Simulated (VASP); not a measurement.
Set up this calculation in VASP 6.6.1, as the native input.

- Task: relaxation of cell and atoms
- Functional: PBE
- Potentials or basis: VASP PAW PBE potentials, release 64 (Zn, Pb_d, N)
- Cutoff: 600 eV
- k mesh: 6 × 6 × 6
- Occupations: gaussian, width 0.1 eV
- Spin: no spin polarisation
- Dipole correction: no
- Further INCAR settings: ALGO = Normal; EDIFF = 1e-06; IBRION = 2; EDIFFG = -0.04; NSW = 90; ISIF = 3

The structure of ZnPb2N2 lies in POSCAR:

```
ZnPb2N2
1.0
   -2.2324403819      2.2324403819      5.4156416789
    2.2324403819     -2.2324403819      5.4156416789
    2.2324403819      2.2324403819     -5.4156416789
Zn Pb N
1 2 2
Direct
    0.0000000000      0.0000000000      0.0000000000
    0.3711000000      0.3711000000      0.0000000000
    0.6289000000      0.6289000000      0.0000000000
    0.2500000000      0.7500000000      0.5000000000
    0.7500000000      0.2500000000      0.5000000000
```

These files were run (other wordings do the same):

INCAR

```
SYSTEM = ZnPb2N2
ALGO     = Normal         ! electronic algorithm
EDIFF    = 1E-6           ! SCF threshold, eV
EDIFFG   = -0.04          ! ionic threshold
ENCUT    = 600            ! plane-wave cutoff, eV
GGA      = PE             ! functional
IBRION   = 2              ! ionic algorithm
ISIF     = 3              ! what is computed and relaxed
ISMEAR   = 0              ! smearing method
LASPH    = .TRUE.         ! aspherical terms in the spheres
LCHARG   = .FALSE.        ! write CHGCAR
LREAL    = .FALSE.        ! projectors in reciprocal space
LWAVE    = .FALSE.        ! write WAVECAR
NELM     = 80             ! most SCF steps
NSW      = 90             ! ionic steps
PREC     = Accurate       ! precision mode
SIGMA    = 0.1            ! smearing width, eV
```

KPOINTS

```
k-points
0
G
  6 6 6
  0 0 0
```

Potentials or basis: VASP PAW PBE potentials, release 64 (Zn, Pb_d, N).

Run with:

```sh
$ cat potpaw_PBE.64/Zn/POTCAR potpaw_PBE.64/Pb_d/POTCAR potpaw_PBE.64/N/POTCAR > POTCAR
$ mpirun -np 1 vasp_std > vasp.out
```

It gave:

```yaml
Relaxed_volume: 19.32 Å³/atom
Relaxed_cell: a = 5.969 Å, b = 5.969 Å, c = 5.969 Å, α = 137.32°, β = 137.32°, γ = 61.95°
Space_group_after_relaxing_to_0.1_Å: I4/mmm (No. 139)
Energy_gained_by_relaxing: 323.6 meV/atom
Ionic_steps: 13
Pressure_after_relaxing: 0.0 GPa
Band_gap_on_the_k_mesh: zero (bands 25 and 26 overlap by 0.62 eV)
```

Caveat: spin-orbit coupling is left out, which moves the levels of the heavy elements.

Run time: 55 min on 1 thread of Oxide Virtual Turin-like Processor, on a shared host, peak memory 0.42 GiB.
